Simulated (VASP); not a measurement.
# MnS (F-43m) in VASP: a series of runs

The runs below take MnS through single point, with PBE.

Everything below comes from runs of VASP 6.6.1. Logs are shortened: lines on timing, memory, paths and dates and some standing lists are left out, and cuts for length are marked.

## (1) The cell of the first run

The structure is cubic, space group F-43m (No. 216). Conventional cell: a = 5.505 Å, b = 5.505 Å, c = 5.505 Å, α = 90.00°, β = 90.00°, γ = 90.00°. Mn (site symmetry -43m) has 4 S at 2.38 Å within 3.1 Å. Within 3.1 Å of S (site symmetry -43m) lie 4 Mn at 2.38 Å.

## (2) Single point, PBE, collinear spin, ferromagnetic start (volume scaled by 0.95)

Input file INCAR:

```
  PREC = Accurate
  ENCUT = 520
  EDIFF = 1E-6
  ISMEAR = -1
  SIGMA = 0.05
  LREAL = F
  LASPH = T
  NELM = 150
  ALGO = Normal
  ISIF = 2
  LWAVE = F
  LCHARG = F
  ISPIN = 2
  MAGMOM = 4 0
  LORBIT = 11
  LMAXMIX = 4
  GGA = PE
  NBANDS = 20
```

Input file KPOINTS:

```
regular mesh
0
Gamma
  10 10 10
```

Input file POSCAR:

```
MnS
1.0
    0.0000000000      2.7525332030      2.7525332030
    2.7525332030      0.0000000000      2.7525332030
    2.7525332030      2.7525332030      0.0000000000
Mn S
1 1
Direct
    0.0000000000      0.0000000000      0.0000000000
    0.7500000000      0.7500000000      0.7500000000
```

Potentials or basis: VASP PAW PBE potentials, release 64 (Mn_pv, S).

On the command line:

```console
> cat potpaw_PBE.64/Mn_pv/POTCAR potpaw_PBE.64/S/POTCAR > POTCAR
> mpirun -np 1 vasp_std > vasp.out
```

OUTCAR:

```text
PREC = Accurate
   ENCUT = 520
   EDIFF = 1E-6
   ISMEAR = -1
   LREAL = F
   LASPH = T
   NELM = 150
   ISIF = 2
   ISPIN = 2
   LORBIT = 11
   GGA = PE

 ion  position               nearest neighbor table
   1  0.000  0.000  0.000-   2 2.38   2 2.38   2 2.38   2 2.38
   2  0.750  0.750  0.750-   1 2.38   1 2.38   1 2.38   1 2.38

  LATTYP: Found a face centered cubic cell.
 ALAT       =     5.5050664060

  Lattice vectors:

 A1 = (   0.0000000000,   2.7525332030,   2.7525332030)
 A2 = (   2.7525332030,   0.0000000000,   2.7525332030)
 A3 = (   2.7525332030,   2.7525332030,   0.0000000000)

Analysis of symmetry for initial positions (statically):
=====================================================================
 Subroutine PRICEL returns:
 Original cell was already a primitive cell.

 Routine SETGRP: Setting up the symmetry group for a
 face centered cubic supercell.

 Subroutine GETGRP returns: Found 24 space group operations
 (whereof 24 operations were pure point group operations)
 out of a pool of 48 trial point group operations.

The static configuration has the point symmetry T_d .

Analysis of symmetry for dynamics (positions and initial velocities):
=====================================================================
 Subroutine PRICEL returns:
 Original cell was already a primitive cell.

 Routine SETGRP: Setting up the symmetry group for a
 face centered cubic supercell.

 Subroutine GETGRP returns: Found 24 space group operations
 (whereof 24 operations were pure point group operations)
 out of a pool of 48 trial point group operations.

The dynamic configuration has the point symmetry T_d .

Analysis of structural, dynamic, and magnetic symmetry:
=====================================================================
 Subroutine PRICEL returns:
 Original cell was already a primitive cell.

 Routine SETGRP: Setting up the symmetry group for a
 face centered cubic supercell.

 Subroutine GETGRP returns: Found 24 space group operations
 (whereof 24 operations were pure point group operations)
 out of a pool of 48 trial point group operations.

The overall configuration has the point symmetry T_d .

 Subroutine INISYM returns: Found 24 space group operations
 (whereof 24 operations are pure point group operations),
 and found     1 'primitive' translations

----------------------------------------------------------------------------------------

                                     Primitive cell

  volume of cell :      41.7088

  direct lattice vectors                    reciprocal lattice vectors
     0.000000000  2.752533203  2.752533203    -0.181650851  0.181650851  0.181650851
     2.752533203  0.000000000  2.752533203     0.181650851 -0.181650851  0.181650851
     2.752533203  2.752533203  0.000000000     0.181650851  0.181650851 -0.181650851

  length of vectors
     3.892669787  3.892669787  3.892669787     0.314628504  0.314628504  0.314628504

  position of ions in fractional coordinates (direct lattice)
     0.000000000  0.000000000  0.000000000
     0.750000000  0.750000000  0.750000000

  ion indices of the primitive-cell ions
   primitive index   ion index
                 1           1
                 2           2

----------------------------------------------------------------------------------------

 KPOINTS: regular mesh

Automatic generation of k-mesh.
 Grid dimensions read from file:
 generate k-points for:   10   10   10

 Generating k-lattice:

  Cartesian coordinates                     Fractional coordinates (reciprocal lattice)
    -0.018165085  0.018165085  0.018165085     0.100000000  0.000000000  0.000000000
     0.018165085 -0.018165085  0.018165085     0.000000000  0.100000000  0.000000000
     0.018165085  0.018165085 -0.018165085     0.000000000  0.000000000  0.100000000

  Length of vectors
     0.031462850  0.031462850  0.031462850

  Shift w.r.t. Gamma in fractional coordinates (k-lattice)
     0.000000000  0.000000000  0.000000000

 Subroutine IBZKPT returns following result:
 ===========================================

 Found     47 irreducible k-points:

 Following reciprocal coordinates:
            Coordinates               Weight
  0.000000  0.000000  0.000000      1.000000
  0.100000  0.000000  0.000000      8.000000
  0.200000  0.000000  0.000000      8.000000
  0.300000  0.000000  0.000000      8.000000
  0.400000  0.000000  0.000000      8.000000
  0.500000  0.000000  0.000000      4.000000
[... 16 lines left out ...]
  0.300000  0.300000  0.000000      6.000000
  0.400000  0.300000  0.000000     24.000000
 [... further k-points ...]
   k-points           NKPTS =     47   k-points in BZ     NKDIM =     47   number of bands    NBANDS=     20
   number of dos      NEDOS =    301   number of ions     NIONS =      2
   total plane-waves  NPLWV =  27000
   dimension x,y,z NGX =    30 NGY =   30 NGZ =   30
   dimension x,y,z NGXF=    60 NGYF=   60 NGZF=   60
   ions per type =               1   1
   NGX,Y,Z   is equivalent  to a cutoff of  12.81, 12.81, 12.81 a.u.
   NGXF,Y,Z  is equivalent  to a cutoff of  25.62, 25.62, 25.62 a.u.
 SYSTEM =  unknown system
   PREC   = accura    normal or accurate (medium, high low for compatibility)
   ISTART =      0    job   : 0-new  1-cont  2-samecut
   ICHARG =      2    charge: 1-file 2-atom 10-const
   ISPIN  =      2    spin polarized calculation?
   LNONCOLLINEAR =      F non collinear calculations
   LSORBIT =      F    spin-orbit coupling
   LASPH  =      T    aspherical Exc in radial PAW
   ENCUT  =  520.0 eV  38.22 Ry    6.18 a.u.   7.24  7.24  7.24*2*pi/ulx,y,z
   NELM   =    150;   NELMIN=  2; NELMDL= -5     # of ELM steps
   EDIFF  = 0.1E-05   stopping-criterion for ELM
   LREAL  =      F    real-space projection
   EDIFFG = 0.1E-04   stopping-criterion for IOM
   NSW    =      0    number of steps for IOM
   IBRION =     -1    ionic relax: 0-MD 1-quasi-New 2-CG
   NFREE  =      0    steps in history (QN), initial steepest desc. (CG)
   ISIF   =      2    stress and relaxation
   ISYM   =      2    0-nonsym 1-usesym 2-fastsym
   POTIM  = 0.5000    time-step for ionic-motion
   TEBEG  =    0.0;   TEEND  =   0.0 temperature during run
   PSTRESS=    0.0 pullay stress
   NELECT =      19.0000    total number of electrons
   NUPDOWN=      -1.0000    fix difference up-down
   EMIN   =  10.00;   EMAX   =-10.00  energy-range for DOS
   EFERMI =   0.00;   METHOD = LEGACY
   ISMEAR =    -1;   SIGMA  =   0.05  broadening in eV -4-tet -1-fermi 0-gaus
   EFERMI_NEDOS =   21; number of points for ismear=-14 and -15
   IALGO  =     38    algorithm
   IMIX   =      4    mixing-type and parameters
     AMIX     =   0.40;   BMIX     =  1.00
     AMIX_MAG =   1.60;   BMIX_MAG =  1.00
  volume/ion in A,a.u.               =      20.85       140.73
  Fermi-wavevector in a.u.,A,eV,Ry     =   1.259651  2.380395 21.588635  1.586720
  Thomas-Fermi vector in A             =   2.393200
   LORBIT       =     11    0 simple, 1 ext, 2 COOP (PROOUT), +10 PAW based schemes
   GGA     = PE    functional components
   LHFCALC =     F    Hartree Fock is set to
   AEXX    =    0.0000 exact exchange contribution
   IVDW    =     0    specifies the selected vdW correction
   LEPSILON=     F    determine dielectric tensor
   LRPA    =     F    only Hartree local field effects (RPA)
 spin polarized calculation
  energy-cutoff  :      520.00
  volume of cell :       41.71
 maximum number of plane-waves:      1158
 NGX is ok and might be reduce to    30
   NGX = 15   NGY = 15   NGZ = 15

 number of electron      19.0000001 magnetization       4.7560186

 Free energy of the ion-electron system (eV)
  ---------------------------------------------------
  ext. energy  EPLUGINS =         0.00000000
  ---------------------------------------------------
  free energy    TOTEN  =       -14.05379920 eV

  energy without entropy =      -14.04270786  energy(sigma->0) =      -14.04825353

 E-fermi :   4.8644     XC(G=0):  -9.5717

 val. band max:        4.8576249319   @ k =   0.1000   0.1000   0.0000
 cond. band min:       4.8730404192   @ k =  -0.3000   0.4000   0.2000
 fundamental gap:      0.0154154873
 Fermi energy:         4.8643633699

 spin component 1

 k-point     1 :       0.0000    0.0000    0.0000
  band No.  band energies     occupation
      1     -45.7097      1.00000
      2     -45.7097      1.00000
      3     -45.7097      1.00000
      4      -9.2277      1.00000
      5      -0.0486      1.00000
      6      -0.0486      1.00000
[... 12 lines left out ...]
     19      17.3746      0.00000
     20      17.9130      0.00000

 k-point     2 :       0.1000    0.0000    0.0000
  band No.  band energies     occupation
      1     -45.7101      1.00000
      2     -45.7097      1.00000
      3     -45.7097      1.00000
      4      -9.1637      1.00000
      5      -0.1539      1.00000
      6      -0.0224      1.00000
[... 498 lines left out ...]
 k-point    24 :       0.4000    0.3000    0.0000
  band No.  band energies     occupation
      1     -45.7131      1.00000
      2     -45.7111      1.00000
      3     -45.7109      1.00000
      4      -8.4463      1.00000
      5      -0.9612      1.00000
      6       0.3444      1.00000
[... 12 lines left out ...]
     19      19.6632      0.00000
     20      20.3145      0.00000

 [... further k-points ...]

 spin component 2

 k-point     1 :       0.0000    0.0000    0.0000
  band No.  band energies     occupation
      1     -41.2555      1.00000
      2     -41.2555      1.00000
      3     -41.2555      1.00000
      4      -8.9258      1.00000
      5       1.4489      1.00000
      6       1.4489      1.00000
[... 12 lines left out ...]
     19      18.1559      0.00000
     20      18.8228      0.00000

 k-point     2 :       0.1000    0.0000    0.0000
  band No.  band energies     occupation
      1     -41.2561      1.00000
      2     -41.2556      1.00000
      3     -41.2556      1.00000
      4      -8.8653      1.00000
      5       1.2228      1.00000
      6       1.4609      1.00000
[... 498 lines left out ...]
 k-point    24 :       0.4000    0.3000    0.0000
  band No.  band energies     occupation
      1     -41.2604      1.00000
      2     -41.2575      1.00000
      3     -41.2573      1.00000
      4      -8.1899      1.00000
      5      -0.0729      1.00000
      6       1.3505      1.00000
[... 12 lines left out ...]
     19      20.4119      0.00000
     20      21.0648      0.00000

 [... further k-points ...]
[... 5 lines left out ...]
  --------------------------------------------------------------------------------------
  -------------------------------------------------------------------------------------
  Total        0.8327355      0.8327355      0.8327355      0.0000000      0.0000000      0.0000000
  in kB       31.9882106     31.9882106     31.9882106      0.0000000      0.0000000      0.0000000
  external PRESSURE =      31.9882106 kB  Pullay stress =       0.0000000 kB

 VOLUME and BASIS-vectors are now :
 -----------------------------------------------------------------------------
  energy-cutoff  :      520.00
  volume of cell :       41.71
      direct lattice vectors                 reciprocal lattice vectors
     0.000000000  2.752533203  2.752533203    -0.181650851  0.181650851  0.181650851
     2.752533203  0.000000000  2.752533203     0.181650851 -0.181650851  0.181650851
     2.752533203  2.752533203  0.000000000     0.181650851  0.181650851 -0.181650851

 POSITION                                       TOTAL-FORCE (eV/Angst)
 -----------------------------------------------------------------------------------
      0.00000      0.00000      0.00000         0.000000      0.000000      0.000000
      4.12880      4.12880      4.12880        -0.000000     -0.000000     -0.000000
 -----------------------------------------------------------------------------------
    total drift:                                0.000001      0.000001      0.000001

  FREE ENERGIE OF THE ION-ELECTRON SYSTEM (eV)
  ---------------------------------------------------
  free  energy   TOTEN  =       -14.0537992044 eV

  energy  without entropy=      -14.0427078566  energy(sigma->0) =      -14.04825353

 total charge

# of ion       s       p       d       tot
------------------------------------------
    1        0.270   6.231   4.927  11.429
    2        1.316   2.457   0.000   3.773
--------------------------------------------------
tot          1.586   8.688   4.927  15.202

 magnetization (x)

# of ion       s       p       d       tot
------------------------------------------
    1        0.049   0.068   4.094   4.211
    2        0.011   0.061   0.000   0.071
--------------------------------------------------
tot          0.059   0.129   4.094   4.282
```

It took 50 s on 1 thread of Intel Xeon 6975P-C (Granite Rapids), shared host; peak memory 0.22 GiB.

Results:

- Free energy: -14.0538 eV
- Pressure: 3.2 GPa
- Net moment: 4.76 μB per cell
- Site moments: Mn +4.21; S +0.07 μB
- Valence electrons inside the program's atomic spheres: Mn 11.43; S 3.77

Levels at points of the mesh, in eV from the Fermi level:
Spin up:
| k point | band 9 | band 10 | band 11 | band 12 | band 13 | band 14 | band 15 | band 16 |
| --- | --- | --- | --- | --- | --- | --- | --- | --- |
| (0.00, 0.00, 0.00) | -3.07 | 0.54 | 0.54 | 0.54 | 1.28 | 6.04 | 6.04 | 6.04 |
| (0.50, 0.00, 0.00) | -2.95 | -2.70 | -0.56 | -0.56 | 3.23 | 6.50 | 6.50 | 7.20 |
| (0.50, 0.50, 0.00) | -2.83 | -2.55 | -2.00 | -2.00 | 2.96 | 4.57 | 9.61 | 11.26 |
Spin down:
```
           k point  band 4  band 5  band 6  band 7  band 8  band 9  band 10  band 11
(0.00, 0.00, 0.00)  -13.79   -3.42   -3.42   -3.42    0.88    0.88     2.20     3.23
(0.50, 0.00, 0.00)  -13.08   -5.32   -3.32   -3.32    0.91    1.01     1.01     2.16
(0.50, 0.50, 0.00)  -12.85   -5.23   -3.41   -3.41   -0.10    0.91     1.35     1.36
```

Caveat: a cell with one magnetic atom can't hold antiferromagnetic order, which such compounds often take; semilocal functionals often make such compounds metallic where correlation or magnetic order opens a gap, which also shifts bond lengths.

## (3) Single point, PBE, collinear spin, ferromagnetic start (volume scaled by 0.975)

Input file INCAR:

```
PREC     = Accurate       # precision mode
ENCUT    = 520            # plane-wave cutoff, eV
EDIFF    = 1E-7           # SCF threshold, eV
ISMEAR   = -1             # smearing method
SIGMA    = 0.05           # smearing width, eV
LREAL    = F              # projectors in reciprocal space
LASPH    = T              # aspherical terms in the spheres
NELM     = 150            # most SCF steps
ALGO     = Normal         # electronic algorithm
ISIF     = 2              # what is computed and relaxed
LWAVE    = F              # write WAVECAR
LCHARG   = F              # write CHGCAR
ISPIN    = 2              # spin polarisation
MAGMOM   = 4 0            # initial moments
LORBIT   = 11             # projections on sites
LMAXMIX  = 4              # l up to which the mixer works
GGA      = PE             # functional
NBANDS   = 20             # bands
```

Input file KPOINTS:

```
Automatic mesh
0
Gamma
  10 10 10
```

Input file POSCAR:

```
MnS
1.0
    0.0000000000      2.7764694758      2.7764694758
    2.7764694758      0.0000000000      2.7764694758
    2.7764694758      2.7764694758      0.0000000000
Mn S
1 1
Direct
    0.0000000000      0.0000000000      0.0000000000
    0.7500000000      0.7500000000      0.7500000000
```

Potentials or basis: VASP PAW PBE potentials, release 64 (Mn_pv, S).

On the command line:

```console
> cat potpaw_PBE.64/Mn_pv/POTCAR potpaw_PBE.64/S/POTCAR > POTCAR
> mpirun -np 1 vasp_std > vasp.out
```

Run time: 73 s. Hardware: 1 thread of Intel Xeon 6975P-C (Granite Rapids), shared host; peak memory 0.22 GiB.

Results (log left out):

| Quantity | Value |
| --- | --- |
| Free energy | -14.0728 eV |
| Pressure | 2.2 GPa |
| Net moment | 4.86 μB per cell |
| Site moments | Mn +4.28; S +0.08 μB |
| Valence electrons inside the program's atomic spheres | Mn 11.40; S 3.77 |

Levels at points of the mesh, in eV from the Fermi level:
Spin up:
```
           k point  band 9  band 10  band 11  band 12  band 13  band 14  band 15  band 16
(0.00, 0.00, 0.00)   -3.13     0.39     0.39     0.39     1.11     5.94     5.94     5.94
(0.50, 0.00, 0.00)   -3.02    -2.79    -0.67    -0.67     3.09     6.39     6.39     7.02
(0.50, 0.50, 0.00)   -2.91    -2.63    -2.08    -2.08     2.85     4.45     9.34    10.98
```
Spin down:
```
           k point  band 4  band 5  band 6  band 7  band 8  band 9  band 10  band 11
(0.00, 0.00, 0.00)  -13.68   -3.35   -3.35   -3.35    0.86    0.86     2.09     3.14
(0.50, 0.00, 0.00)  -13.01   -5.22   -3.27   -3.27    0.91    1.00     1.00     2.12
(0.50, 0.50, 0.00)  -12.79   -5.14   -3.36   -3.36   -0.03    0.90     1.32     1.35
```

Caveat: a cell with one magnetic atom can't hold antiferromagnetic order, which such compounds often take; semilocal functionals often make such compounds metallic where correlation or magnetic order opens a gap, which also shifts bond lengths.

## (4) Single point, PBE, collinear spin, ferromagnetic start (volume scaled by 1.025)

Input file INCAR:

```
PREC = Accurate
ENCUT = 520
EDIFF = 1E-7
ISMEAR = -1
SIGMA = 0.05
LREAL = F
LASPH = T
NELM = 150
ALGO = Normal
ISIF = 2
LWAVE = F
LCHARG = F
ISPIN = 2
MAGMOM = 4 0
LORBIT = 11
LMAXMIX = 4
GGA = PE
NBANDS = 20
```

Input file KPOINTS:

```
regular mesh
0
Gamma
  10 10 10
```

Input file POSCAR:

```
MnS
1.0
    0.0000000000      2.8231415453      2.8231415453
    2.8231415453      0.0000000000      2.8231415453
    2.8231415453      2.8231415453      0.0000000000
Mn S
1 1
Direct
    0.0000000000      0.0000000000      0.0000000000
    0.7500000000      0.7500000000      0.7500000000
```

On the command line:

```console
> cat potpaw_PBE.64/Mn_pv/POTCAR potpaw_PBE.64/S/POTCAR > POTCAR
> mpirun -np 1 vasp_std > vasp.out
```

Wall time 72 s (1 thread of Intel Xeon 6975P-C (Granite Rapids), shared host); peak memory 0.22 GiB.

It converged, with:

```yaml
Free_energy: -14.0880 eV
Pressure: -0.2 GPa
Net_moment: 4.96 μB per cell
Site_moments: Mn +4.36; S +0.09 μB
Valence_electrons_inside_the_program's_atomic_spheres: Mn 11.35; S 3.76
```

Levels at points of the mesh, in eV from the Fermi level:
Spin up:
| k point | band 10 | band 11 | band 12 | band 13 | band 14 | band 15 |
| --- | --- | --- | --- | --- | --- | --- |
| (0.00, 0.00, 0.00) | 0.14 | 0.14 | 0.14 | 0.85 | 5.78 | 5.78 |
| (0.50, 0.00, 0.00) | -2.92 | -0.84 | -0.84 | 2.85 | 6.21 | 6.21 |
| (0.50, 0.50, 0.00) | -2.74 | -2.18 | -2.18 | 2.70 | 4.24 | 8.89 |
Spin down:
| k point | band 4 | band 5 | band 6 | band 7 | band 8 | band 9 | band 10 | band 11 |
| --- | --- | --- | --- | --- | --- | --- | --- | --- |
| (0.00, 0.00, 0.00) | -13.49 | -3.24 | -3.24 | -3.24 | 0.84 | 0.84 | 1.88 | 2.95 |
| (0.50, 0.00, 0.00) | -12.89 | -5.05 | -3.17 | -3.17 | 0.90 | 0.97 | 0.97 | 2.02 |
| (0.50, 0.50, 0.00) | -12.69 | -4.97 | -3.28 | -3.28 | 0.06 | 0.86 | 1.26 | 1.31 |

Caveat: a cell with one magnetic atom can't hold antiferromagnetic order, which such compounds often take; semilocal functionals often make such compounds metallic where correlation or magnetic order opens a gap, which also shifts bond lengths.

## (5) The runs side by side

```tsv
cell	gap on the mesh (eV)	pressure (GPa)	moment (μB)
a = 3.893 Å, angles 60.0°, 2 atoms	none	3.2	4.76
a = 3.927 Å, angles 60.0°, 2 atoms	none	2.2	4.86
a = 3.993 Å, angles 60.0°, 2 atoms	none	-0.2	4.96
```

Alike in all rows: task single point; level PBE; potentials or basis VASP PAW PBE potentials, release 64 (Mn_pv, S); spin collinear, ferromagnetic start; k mesh 10 × 10 × 10; cutoff (eV) 520; smearing fermi-dirac 0.05 eV.

Caveats: a cell with one magnetic atom can't hold antiferromagnetic order, which such compounds often take; semilocal functionals often make such compounds metallic where correlation or magnetic order opens a gap, which also shifts bond lengths.

Total energies depend on the potentials used, so only differences within one code and one set of settings carry meaning.
